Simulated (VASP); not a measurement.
Wanted: the native input for a VASP 6.6.1 run.

- Task: single point
- Functional: RPBE
- Potentials or basis: VASP PAW PBE potentials, release 64 (Rb_sv)
- Cutoff: 520 eV
- k mesh: 8 × 8 × 8
- Occupations: fermi-dirac, width 0.1 eV
- Spin: no spin polarisation
- Dipole correction: no
- Further INCAR settings: ALGO = Normal; EDIFF = 1e-06; NBANDS = 10

The structure of Rb lies in POSCAR:

```
Rb
1.0
    0.0000000000      3.7930125983      3.7930125983
    3.7930125983      0.0000000000      3.7930125983
    3.7930125983      3.7930125983      0.0000000000
Rb
1
Direct
    0.0000000000      0.0000000000      0.0000000000
```

This cell differs from its parent crystal: volume scaled by 1.08.

One way to write it, as run:

INCAR

```
SYSTEM = Rb
  PREC = Accurate
  ENCUT = 520
  EDIFF = 1E-6
  ISMEAR = -1
  SIGMA = 0.1
  LREAL = .FALSE.
  LASPH = .TRUE.
  NELM = 80
  ALGO = Normal
  ISIF = 2
  LWAVE = .FALSE.
  LCHARG = .FALSE.
  GGA = RP
  NBANDS = 10
```

KPOINTS

```
regular mesh
0
G
  8 8 8
  0 0 0
```

Potentials or basis: VASP PAW PBE potentials, release 64 (Rb_sv).

Command:

```sh
$ cat potpaw_PBE.64/Rb_sv/POTCAR > POTCAR
$ mpirun -np 1 vasp_std > vasp.out
```

It gave:

```json
{
  "Pressure": "-0.1 GPa"
}
```

Caveat: the PAW data sets were made with another functional, which shifts forces and pressure a little.

It took 20 s on 1 thread of Intel(R) Xeon(R) Platinum 8259CL CPU @ 2.50GHz (Skylake/Cascade Lake), on a shared host, peak memory 0.23 GiB.
